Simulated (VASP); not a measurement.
Set up this calculation in VASP 6.6.1, as the native input.

```
Task                   : single point
Functional             : PBEsol
Potentials or basis    : VASP PAW PBE potentials, release 64 (Bi_d)
Cutoff                 : 520 eV
k mesh                 : 6 × 6 × 2
Occupations            : gaussian, width 0.1 eV
Spin                   : no spin polarisation
Dipole correction      : no
Further INCAR settings : ALGO = Fast; EDIFF = 1e-07; NBANDS = 38
```

The structure of Bi lies in POSCAR:

```
Bi
1.0
    3.4503419504      0.0000000000      0.0000000000
   -1.7251709752      2.9880837808      0.0000000000
    0.0000000000      0.0000000000     11.6042305886
Bi
4
Direct
    0.0000000000      0.0000000000      0.0000000000
    0.0000000000      0.0000000000      0.5000000000
    0.3333333333      0.6666666667      0.7500000000
    0.6666666667      0.3333333333      0.2500000000
```

These files were run (other wordings do the same):

INCAR

```
SYSTEM = Bi
PREC = Accurate
ENCUT = 520
EDIFF = 1E-7
ISMEAR = 0
SIGMA = 0.1
LREAL = .FALSE.
LASPH = .TRUE.
NELM = 60
ALGO = Fast
ISIF = 2
LWAVE = .FALSE.
LCHARG = .FALSE.
GGA = PS
NBANDS = 38
```

KPOINTS

```
regular mesh
0
G
  6 6 2
  0 0 0
```

Potentials or basis: VASP PAW PBE potentials, release 64 (Bi_d).

Launch:

```bash
$ cat potpaw_PBE.64/Bi_d/POTCAR > POTCAR
$ mpirun -np 1 vasp_std > vasp.out
```

Results of the run:

- Pressure: -0.1 GPa
- Band gap on the k mesh: zero (band 30 reaches 12.84 eV, above the bottom of band 31 at 5.99 eV)

Caveat: the PAW data sets were made with another functional, which shifts forces and pressure a little; spin-orbit coupling is left out, which moves the levels of the heavy elements.

It took 60 s on 1 thread of Intel(R) Xeon(R) Platinum 8488C (Sapphire Rapids) (shared host), peak memory 0.25 GiB.
